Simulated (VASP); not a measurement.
Write the native input for VASP 6.6.1 that does the following.

```
Task                   : relaxation of cell and atoms
Functional             : PBE
Potentials or basis    : VASP PAW PBE potentials, release 64 (Be, H)
Cutoff                 : 600 eV
k mesh                 : 12 × 12 × 12
Occupations            : gaussian, width 0.1 eV
Spin                   : no spin polarisation
Dipole correction      : no
Further INCAR settings : ALGO = Normal; EDIFF = 1e-06; IBRION = 2; EDIFFG = -0.01; NSW = 100; ISIF = 3
```

The structure of Be2H3 lies in POSCAR:

```
Be2H3
1.0
    1.9263639515      1.1121867460      4.9355436889
   -1.9263639515      1.1121867460      4.9355436889
    0.0000000000     -2.2243734920      4.9355436889
Be H
4 6
Direct
    0.3189861386      0.3189861386      0.3189861386
    0.1810138614      0.1810138614      0.1810138614
    0.6810138614      0.6810138614      0.6810138614
    0.8189861386      0.8189861386      0.8189861386
    0.5647642447      0.9352357553      0.2500000000
    0.2500000000      0.5647642447      0.9352357553
    0.9352357553      0.2500000000      0.5647642447
    0.4352357553      0.0647642447      0.7500000000
    0.7500000000      0.4352357553      0.0647642447
    0.0647642447      0.7500000000      0.4352357553
```

These files were run (other wordings do the same):

INCAR

```
SYSTEM = Be2H3
  PREC = Accurate
  ENCUT = 600
  EDIFF = 1E-6
  ISMEAR = 0
  SIGMA = 0.1
  LREAL = .FALSE.
  LASPH = .TRUE.
  NELM = 60
  ALGO = Normal
  ISIF = 3
  LWAVE = .FALSE.
  LCHARG = .FALSE.
  GGA = PE
  IBRION = 2
  NSW = 100
  EDIFFG = -0.01
```

KPOINTS

```
Automatic mesh
0
G
  12 12 12
  0 0 0
```

Potentials or basis: VASP PAW PBE potentials, release 64 (Be, H).

Launch:

```console
$ cat potpaw_PBE.64/Be/POTCAR potpaw_PBE.64/H/POTCAR > POTCAR
$ mpirun -np 1 vasp_std > vasp.out
```

It gave:

```json
{"Relaxed volume": "6.35 Å³/atom", "Relaxed cell": "a = 5.430 Å, b = 5.430 Å, c = 5.430 Å, α = 41.49°, β = 41.49°, γ = 41.49°", "Space group after relaxing (to 0.1 Å)": "R-3c (No. 167)", "Energy gained by relaxing": "0.1 meV/atom", "Ionic steps": "5", "Pressure after relaxing": "0.1 GPa", "Largest force after relaxing": "0.003 eV/Å", "Band gap on the k mesh": "zero (bands 7 and 8 overlap by 1.67 eV)"}
```

Run time: 6.2 min on 1 thread of AMD EPYC 9R45 96-Core Processor (Zen 5) (shared host), peak memory 0.41 GiB.
